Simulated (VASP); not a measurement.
# CuI (Marshite) (F-43m) in VASP: notebook

CuI (Marshite) is run at these levels: LDA; tasks: dielectric tensor, vibrations by perturbation theory, elastic constants.

Program: VASP 6.6.1. These are calculated values, not measurements. Logs are shortened: lines on timing, memory, paths and dates and some standing lists are left out, and cuts for length are marked.

**1. The cell of the first run**

The structure is cubic, space group F-43m (No. 216). The conventional cell has a = 6.063 Å, b = 6.063 Å, c = 6.063 Å, α = 90.00°, β = 90.00°, γ = 90.00°. Within 3.5 Å of I (site symmetry -43m) lie 4 Cu at 2.63 Å. Cu (site symmetry -43m) has 4 I at 2.63 Å within 3.5 Å.

**2. Dielectric tensor, LDA**

The input, INCAR:

```
  PREC = Accurate
  ENCUT = 520
  EDIFF = 1E-8
  ISMEAR = 0
  SIGMA = 0.01
  LREAL = F
  LASPH = T
  NELM = 60
  ALGO = Normal
  ISIF = 2
  LWAVE = F
  LCHARG = F
  LEPSILON = T
```

The input, KPOINTS:

```
Automatic mesh
0
Gamma
  8 8 8
```

The input, POSCAR:

```
CuI
1.0
    0.0000000000      3.0315000000      3.0315000000
    3.0315000000      0.0000000000      3.0315000000
    3.0315000000      3.0315000000      0.0000000000
I Cu
1 1
Direct
    0.0000000000      0.0000000000      0.0000000000
    0.7500000000      0.7500000000      0.7500000000
```

Potentials or basis: VASP PAW LDA potentials, release 64 (I, Cu).

On the command line:

```
$ cat potpaw_LDA.64/I/POTCAR potpaw_LDA.64/Cu/POTCAR > POTCAR
$ mpirun -np 1 vasp_std > vasp.out
```

OUTCAR:

```text
PREC = Accurate
   ENCUT = 520
   EDIFF = 1E-8
   ISMEAR = 0
   LREAL = F
   LASPH = T
   NELM = 60
   ISIF = 2
   LEPSILON = T

 ion  position               nearest neighbor table
   1  0.000  0.000  0.000-   2 2.63   2 2.63   2 2.63   2 2.63
   2  0.750  0.750  0.750-   1 2.63   1 2.63   1 2.63   1 2.63

  LATTYP: Found a face centered cubic cell.
 ALAT       =     6.0630000000

  Lattice vectors:

 A1 = (   0.0000000000,   3.0315000000,   3.0315000000)
 A2 = (   3.0315000000,   0.0000000000,   3.0315000000)
 A3 = (   3.0315000000,   3.0315000000,   0.0000000000)

Analysis of symmetry for initial positions (statically):
=====================================================================
 Subroutine PRICEL returns:
 Original cell was already a primitive cell.

 Routine SETGRP: Setting up the symmetry group for a
 face centered cubic supercell.

 Subroutine GETGRP returns: Found 24 space group operations
 (whereof 24 operations were pure point group operations)
 out of a pool of 48 trial point group operations.

The static configuration has the point symmetry T_d .

Analysis of symmetry for dynamics (positions and initial velocities):
=====================================================================
 Subroutine PRICEL returns:
 Original cell was already a primitive cell.

 Routine SETGRP: Setting up the symmetry group for a
 face centered cubic supercell.

 Subroutine GETGRP returns: Found 24 space group operations
 (whereof 24 operations were pure point group operations)
 out of a pool of 48 trial point group operations.

The dynamic configuration has the point symmetry T_d .

 Subroutine INISYM returns: Found 24 space group operations
 (whereof 24 operations are pure point group operations),
 and found     1 'primitive' translations

----------------------------------------------------------------------------------------

                                     Primitive cell

  volume of cell :      55.7189

  direct lattice vectors                    reciprocal lattice vectors
     0.000000000  3.031500000  3.031500000    -0.164934851  0.164934851  0.164934851
     3.031500000  0.000000000  3.031500000     0.164934851 -0.164934851  0.164934851
     3.031500000  3.031500000  0.000000000     0.164934851  0.164934851 -0.164934851

  length of vectors
     4.287188414  4.287188414  4.287188414     0.285675541  0.285675541  0.285675541

  position of ions in fractional coordinates (direct lattice)
     0.000000000  0.000000000  0.000000000
     0.750000000  0.750000000  0.750000000

  ion indices of the primitive-cell ions
   primitive index   ion index
                 1           1
                 2           2

----------------------------------------------------------------------------------------

 KPOINTS: Automatic mesh

Automatic generation of k-mesh.
 Grid dimensions read from file:
 generate k-points for:    8    8    8

 Generating k-lattice:

  Cartesian coordinates                     Fractional coordinates (reciprocal lattice)
    -0.020616856  0.020616856  0.020616856     0.125000000  0.000000000  0.000000000
     0.020616856 -0.020616856  0.020616856     0.000000000  0.125000000  0.000000000
     0.020616856  0.020616856 -0.020616856     0.000000000  0.000000000  0.125000000

  Length of vectors
     0.035709443  0.035709443  0.035709443

  Shift w.r.t. Gamma in fractional coordinates (k-lattice)
     0.000000000  0.000000000  0.000000000

 Subroutine IBZKPT returns following result:
 ===========================================

 Found     29 irreducible k-points:

 Following reciprocal coordinates:
[... 74 lines left out ...]
   LRPA    =     F    only Hartree local field effects (RPA)
 non-spin polarized calculation
 Gauss-broadening in eV      SIGMA  =   0.01
  energy-cutoff  :      520.00
  volume of cell :       55.72
 maximum number of plane-waves:      1524
   NGX = 15   NGY = 15   NGZ = 15

--------------------------------------- Ionic step        1  -------------------------------------------

 number of electron      18.0000014 magnetization

 E-fermi :   4.2179     XC(G=0):  -9.3091

 val. band max:        4.1651923782   @ k =   0.0000   0.0000   0.0000
 cond. band min:       5.1621061771   @ k =   0.0000   0.0000   0.0000
 fundamental gap:      0.9969137989
 Fermi energy:         4.2179066734

 k-point     1 :       0.0000    0.0000    0.0000
  band No.  band energies     occupation
      1      -9.8171      2.00000
      2       0.5391      2.00000
      3       0.5391      2.00000
      4       0.5391      2.00000
      5       2.2468      2.00000
      6       2.2468      2.00000
      7       4.1652      2.00000
      8       4.1652      2.00000
      9       4.1652      2.00000
     10       5.1621      0.00000
     11       9.0326      0.00000
     12       9.0326      0.00000
     13       9.0326      0.00000
[... 354 lines left out ...]
  band No.  band energies     occupation
      1      -9.1700      2.00000
      2      -1.1291      2.00000
      3       0.0178      2.00000
      4       0.5309      2.00000
      5       2.1821      2.00000
      6       2.2575      2.00000
      7       2.3731      2.00000
      8       2.8130      2.00000
      9       3.1311      2.00000
     10       7.6056      0.00000
     11       8.7757      0.00000
     12      10.3471      0.00000
     13      11.4964      0.00000

 [... further k-points ...]

  FORCE on cell =-STRESS in cart. coord.  units (eV):
  Direction    XX          YY          ZZ          XY          YZ          ZX
  --------------------------------------------------------------------------------------
  -------------------------------------------------------------------------------------
  Total       -1.5096456     -1.5096456     -1.5096456     -0.0000000     -0.0000000      0.0000000
  in kB      -43.4093104    -43.4093104    -43.4093104     -0.0000000     -0.0000000      0.0000000
  external PRESSURE =     -43.4093104 kB  Pullay stress =       0.0000000 kB

 VOLUME and BASIS-vectors are now :
 -----------------------------------------------------------------------------
  energy-cutoff  :      520.00
  volume of cell :       55.72
      direct lattice vectors                 reciprocal lattice vectors
     0.000000000  3.031500000  3.031500000    -0.164934851  0.164934851  0.164934851
     3.031500000  0.000000000  3.031500000     0.164934851 -0.164934851  0.164934851
     3.031500000  3.031500000  0.000000000     0.164934851  0.164934851 -0.164934851

 POSITION                                       TOTAL-FORCE (eV/Angst)
 -----------------------------------------------------------------------------------
      0.00000      0.00000      0.00000         0.000000      0.000000      0.000000
      4.54725      4.54725      4.54725        -0.000000     -0.000000     -0.000000
 -----------------------------------------------------------------------------------
    total drift:                                0.000001      0.000001      0.000001

  FREE ENERGIE OF THE ION-ELECTRON SYSTEM (eV)
  ---------------------------------------------------
  free  energy   TOTEN  =        -6.9184657902 eV

  energy  without entropy=       -6.9184657902  energy(sigma->0) =       -6.91846579

 HEAD OF MICROSCOPIC STATIC DIELECTRIC TENSOR (INDEPENDENT PARTICLE, excluding Hartree and local field effects)
 ------------------------------------------------------
           7.360504    -0.000000    -0.000000
           0.000000     7.360504     0.000000
           0.000000    -0.000000     7.360504
 ------------------------------------------------------

 Free energy of the ion-electron system (eV)
  ---------------------------------------------------
  ---------------------------------------------------
  free energy    TOTEN  =        -0.95344988 eV

  energy without entropy =       -0.95344988

------------------------ aborting loop because EDIFF is reached ----------------------------------------

--------------------------------------- Ionic step        2  -------------------------------------------

------------------------ aborting loop because EDIFF is reached ----------------------------------------

--------------------------------------- Ionic step        3  -------------------------------------------

 Free energy of the ion-electron system (eV)
  ---------------------------------------------------
  ---------------------------------------------------
  free energy    TOTEN  =        -0.95345037 eV

  energy without entropy =       -0.95345037

------------------------ aborting loop because EDIFF is reached ----------------------------------------

 PIEZOELECTRIC TENSOR FIELD DIRECTION 3  (e Angst)
 -----------------------------------------------------------------------------
    -0.00223 -1.20913  0.00000           (  0.00000  0.09718  0.00000)
    -1.20913 -0.00223  0.00000           (  0.09718  0.00000  0.00000)
     0.00000  0.00000 -0.00045           (  0.00000  0.00000 -0.00001)

 PIEZOELECTRIC TENSOR FIELD DIRECTION 3  (C/m^2)
 -----------------------------------------------------------------------------
    -0.00064 -0.34768  0.00000
    -0.34768 -0.00064  0.00000
     0.00000  0.00000 -0.00013

 MACROSCOPIC STATIC DIELECTRIC TENSOR (including local field effects in DFT)
 ------------------------------------------------------
           6.914687     0.000000     0.000000
           0.000000     6.914687     0.000000
           0.000000     0.000000     6.914687
 ------------------------------------------------------

 PIEZOELECTRIC TENSOR (including local field effects)  for field in x, y, z        (e  Angst)
          XX          YY          ZZ          XY          YZ          ZX
  --------------------------------------------------------------------------------
  x    -0.00000    -0.00000    -0.00000     0.00000    -1.24584     0.00000
  y    -0.00000    -0.00000     0.00000     0.00000     0.00000    -1.24584
  z     0.00000     0.00000    -0.00000    -1.24584     0.00000     0.00000

 PIEZOELECTRIC TENSOR (including local field effects)  for field in x, y, z        (C/m^2)
          XX          YY          ZZ          XY          YZ          ZX
  --------------------------------------------------------------------------------
  x    -0.00000    -0.00000    -0.00000     0.00000    -0.35824     0.00000
  y    -0.00000    -0.00000     0.00000     0.00000     0.00000    -0.35824
  z     0.00000     0.00000    -0.00000    -0.35824     0.00000     0.00000

 BORN EFFECTIVE CHARGES (including local field effects) (in |e|, cummulative output)
 ---------------------------------------------------------------------------------
 ion    1
    1    -1.14970     0.00000    -0.00000
    2    -0.00000    -1.14970     0.00000
    3     0.00000    -0.00000    -1.14970
 ion    2
    1     1.14970    -0.00000     0.00000
    2     0.00000     1.14970    -0.00000
    3    -0.00000     0.00000     1.14970
```

Wall time 6.1 min (1 thread of Intel Xeon Platinum 8488C (Sapphire Rapids), shared host); peak memory 0.31 GiB.

Results:

```yaml
Band_gap_on_the_k_mesh: 1.00 eV, direct
Electronic_dielectric_tensor_diagonal: 6.91
Born_charges_mean_of_the_diagonal: I -1.15; Cu +1.15 e
```

Electronic dielectric tensor:
```
6.91 0.00 0.00
0.00 6.91 0.00
0.00 0.00 6.91
```

Born effective charge tensors (e):
atom 1, I
```
-1.15  0.00  0.00
 0.00 -1.15  0.00
 0.00  0.00 -1.15
```
atom 2, Cu
```
1.15 0.00 0.00
0.00 1.15 0.00
0.00 0.00 1.15
```

Caveat: spin-orbit coupling is left out, which moves the levels of the heavy elements.

**3. Vibrations by perturbation theory, LDA**

The input, INCAR:

```
SYSTEM = CuI
PREC = Accurate ; ENCUT = 520
EDIFF = 1E-8 ; ISMEAR = 0
SIGMA = 0.01 ; LREAL = .False.
LASPH = .True. ; NELM = 80
ALGO = Normal ; ISIF = 2
LWAVE = .False. ; LCHARG = .False.
NBANDS = 16 ; IBRION = 8
NSW = 1 ; LEPSILON = .True.
```

The input, KPOINTS:

```
regular mesh
0
Gamma
  6 6 6
  0 0 0
```

POSCAR is that of step 2.

Potentials or basis: VASP PAW LDA potentials, release 64 (I, Cu).

On the command line:

```
$ cat potpaw_LDA.64/I/POTCAR potpaw_LDA.64/Cu/POTCAR > POTCAR
$ mpirun -np 1 vasp_std > vasp.out
```

OUTCAR:

```text
SYSTEM = CuI
   PREC = Accurate
   ENCUT = 520
   EDIFF = 1E-8
   ISMEAR = 0
   LREAL = .False.
   LASPH = .True.
   NELM = 80
   ISIF = 2
   IBRION = 8
   NSW = 1
   LEPSILON = .True.

 ion  position               nearest neighbor table
   1  0.000  0.000  0.000-   2 2.63   2 2.63   2 2.63   2 2.63
   2  0.750  0.750  0.750-   1 2.63   1 2.63   1 2.63   1 2.63

  LATTYP: Found a face centered cubic cell.
 ALAT       =     6.0630000000

  Lattice vectors:

 A1 = (   0.0000000000,   3.0315000000,   3.0315000000)
 A2 = (   3.0315000000,   0.0000000000,   3.0315000000)
 A3 = (   3.0315000000,   3.0315000000,   0.0000000000)

Analysis of symmetry for initial positions (statically):
=====================================================================
 Subroutine PRICEL returns:
 Original cell was already a primitive cell.

 Routine SETGRP: Setting up the symmetry group for a
 face centered cubic supercell.

 Subroutine GETGRP returns: Found 24 space group operations
 (whereof 24 operations were pure point group operations)
 out of a pool of 48 trial point group operations.

The static configuration has the point symmetry T_d .

Analysis of symmetry for dynamics (positions and initial velocities):
=====================================================================
 Subroutine PRICEL returns:
 Original cell was already a primitive cell.

 Routine SETGRP: Setting up the symmetry group for a
 face centered cubic supercell.

 Subroutine GETGRP returns: Found 24 space group operations
 (whereof 24 operations were pure point group operations)
[... 550 lines left out ...]
          XX          YY          ZZ          XY          YZ          ZX
  --------------------------------------------------------------------------------
  x     0.00000    -0.00000     0.00000     0.00000    -0.39074     0.00000
  y    -0.00000    -0.00000     0.00000     0.00000     0.00000    -0.39074
  z    -0.00000    -0.00000    -0.00000    -0.39074     0.00000     0.00000

 BORN EFFECTIVE CHARGES (including local field effects) (in |e|, cummulative output)
 ---------------------------------------------------------------------------------
 ion    1
    1    -1.24830     0.00000     0.00000
    2     0.00000    -1.24830    -0.00000
    3    -0.00000     0.00000    -1.24830
 ion    2
    1     1.24830    -0.00000     0.00000
    2     0.00000     1.24830     0.00000
    3     0.00000    -0.00000     1.24830

 INTERNAL STRAIN TENSOR FOR ION    2 for displacements in x,y,z  (eV/Angst):
          X           Y           Z          XY          YZ          ZX
  --------------------------------------------------------------------------------
  x    -0.00000    -0.00000    -0.00000     0.00000     2.08304     0.00000
  y    -0.00000     0.00000    -0.00000     0.00000     0.00000     2.08304
  z    -0.00000    -0.00000    -0.00000     2.08304     0.00000     0.00000

 SECOND DERIVATIVES (NOT SYMMETRIZED)
 ------------------------------------
               1X          1Y          1Z          2X          2Y          2Z
  1X    -2.082906    0.000000    0.000000    2.082906    0.000000    0.000000
  1Y     0.000000   -2.082906    0.000000    0.000000    2.082906    0.000000
  1Z     0.000000    0.000000   -2.082906    0.000000    0.000000    2.082906
  2X     2.110942    0.000000    0.000000   -2.110942    0.000000    0.000000
  2Y     0.000000    2.110942    0.000000    0.000000   -2.110942    0.000000
  2Z     0.000000    0.000000    2.110942    0.000000    0.000000   -2.110942

 Eigenvectors and eigenvalues of the dynamical matrix
 ----------------------------------------------------

   1 f  =    3.482854 THz    21.883420 2PiTHz  116.175518 cm-1    14.403922 meV
             X         Y         Z           dx          dy          dz
      0.000000  0.000000  0.000000     0.575065    0.000000   -0.000000
      4.547250  4.547250  4.547250    -0.818108    0.000000   -0.000000
[... 21 lines left out ...]
   6 f/i=    0.010954 THz     0.068826 2PiTHz    0.365385 cm-1     0.045302 meV
             X         Y         Z           dx          dy          dz
      0.000000  0.000000  0.000000     0.030788   -0.300359    0.760353
      4.547250  4.547250  4.547250     0.021641   -0.211129    0.534468

--------------------------------------------------------------------------------------------------------

 MACROSCOPIC STATIC DIELECTRIC TENSOR IONIC CONTRIBUTION
 ------------------------------------------------------
           2.413300    -0.000000     0.000000
          -0.000000     2.413300    -0.000000
           0.000000    -0.000000     2.413300
 ------------------------------------------------------

 ELASTIC MODULI CONTR FROM IONIC RELAXATION (kBar)
 Direction    XX          YY          ZZ          XY          YZ          ZX
 --------------------------------------------------------------------------------
 XX          -0.0000     -0.0000     -0.0000      0.0000      0.0000      0.0000
 YY          -0.0000     -0.0000     -0.0000      0.0000      0.0000     -0.0000
 ZZ          -0.0000     -0.0000     -0.0000      0.0000      0.0000      0.0000
 XY           0.0000      0.0000      0.0000    -50.7424      0.0000      0.0000
 YZ           0.0000      0.0000      0.0000      0.0000    -50.7424      0.0000
 ZX           0.0000     -0.0000      0.0000      0.0000      0.0000    -50.7424
 --------------------------------------------------------------------------------

 PIEZOELECTRIC TENSOR IONIC CONTR  for field in x, y, z        (C/m^2)
          XX          YY          ZZ          XY          YZ          ZX
  --------------------------------------------------------------------------------
  x    -0.00000    -0.00000    -0.00000     0.00000     0.32928    -0.00000
  y    -0.00000     0.00000    -0.00000     0.00000     0.00000     0.32928
  z    -0.00000    -0.00000    -0.00000     0.32928     0.00000    -0.00000
```

stdout:

```text
POSCAR found type information on POSCAR I Cu
 POSCAR found :  2 types and       2 ions
 scaLAPACK will be used
 LDA part: xc-table for (Slater(with rela. corr.)+CA(PZ))
 , standard interpolation
 POSCAR, INCAR and KPOINTS ok, starting setup
 FFT: planning ... GRIDC
 FFT: planning ... GRID_SOFT
 FFT: planning ... GRID
 WAVECAR not read
 entering main loop
[... 23 lines left out ...]
  Direction:   3
 dielectric tensor                  component  3 :     1.195     0.916     7.709
 Linear response DOF=           2
 Linear response progress:
 first order change of Fermi-energy   0.34937E-03
 force on displaced ion       1 direction 1 :  -2.083   0.000   0.000
 Born effective charge ion    1 direction 1 :  -1.298   0.000   0.000
 Linear response progress:
 first order change of Fermi-energy  -0.33595E-04
 force on displaced ion       2 direction 1 :  -2.111   0.000   0.000
 Born effective charge ion    2 direction 1 :   1.197   0.000   0.000
 Born effective charges drift removed
 Linear response finished
```

Run time: 4.8 min. Hardware: 1 thread of Intel Xeon Platinum 8259CL at 2.50GHz (Skylake/Cascade Lake), shared host; peak memory 0.25 GiB.

Results:

```
Electronic dielectric tensor (diagonal)                 : 7.71
Born charges (mean of the diagonal)                     : I -1.25; Cu +1.25 e
Highest phonon frequency at Γ, LO-TO splitting left out : 116 cm⁻¹
```

Phonon frequencies in cm⁻¹ (negative: imaginary):
```tsv
q point	frequencies
(0.000, 0.000, 0.000)	0 0 0 116 116 116
```

Electronic dielectric tensor:
```
7.71 0.00 0.00
0.00 7.71 0.00
0.00 0.00 7.71
```

Born effective charge tensors (e):
atom 1, I
```
-1.25  0.00  0.00
 0.00 -1.25  0.00
 0.00  0.00 -1.25
```
atom 2, Cu
```
1.25 0.00 0.00
0.00 1.25 0.00
0.00 0.00 1.25
```

Caveat: the cell wasn't relaxed at this level first, which shifts response properties; spin-orbit coupling is left out, which moves the levels of the heavy elements.

(Continued in part 2 of 2.)
